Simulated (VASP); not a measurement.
## Ir: single point with RPBE

Ir:

```
Ir
1.0
     2.86617    0.00000    0.00000
    -1.43308    2.48217    0.00000
     0.00000    0.00000    4.64763
Ir
2
Direct
  0.33333 0.66667 0.25000
  0.66667 0.33333 0.75000
```

This cell differs from its parent crystal: volume scaled by 1.12.

```json
{"Program": "VASP 6.6.1", "Task": "single point", "Functional": "RPBE", "Potentials or basis": "VASP PAW PBE potentials, release 64 (Ir)", "Cutoff": "520 eV", "k mesh": "15 × 15 × 8", "Occupations": "fermi-dirac, width 0.1 eV", "Spin": "no spin polarisation"}
```

```json
{
 "Pressure": "-27.3 GPa",
 "Band gap on the k mesh": "zero (band 9 reaches 8.78 eV, above the bottom of band 10 at 6.30 eV)"
}
```

Stress tensor (GPa, compression positive):
```
-27.09   0.00   0.00
  0.00 -27.09   0.00
  0.00   0.00 -27.83
```

Levels at points of the mesh, in eV from the Fermi level:
| k point | band 5 | band 6 | band 7 | band 8 | band 9 | band 10 | band 11 | band 12 | band 13 | band 14 |
| --- | --- | --- | --- | --- | --- | --- | --- | --- | --- | --- |
| (0.00, 0.00, 0.00) | -2.99 | -2.49 | -2.49 | -1.86 | -1.86 | -0.34 | 0.22 | 0.22 | 5.78 | 14.38 |
| (0.00, 0.00, 0.50) | -3.09 | -3.09 | -3.09 | -3.09 | -0.38 | -0.38 | -0.38 | -0.38 | 13.05 | 13.05 |

Wall time 23 s on 1 thread of Intel(R) Xeon(R) 6975P-C (Granite Rapids), on a shared host, peak memory 0.2 GiB.

Caveat: the PAW data sets were made with another functional, which shifts forces and pressure a little; spin-orbit coupling is left out, which moves the levels of the heavy elements.
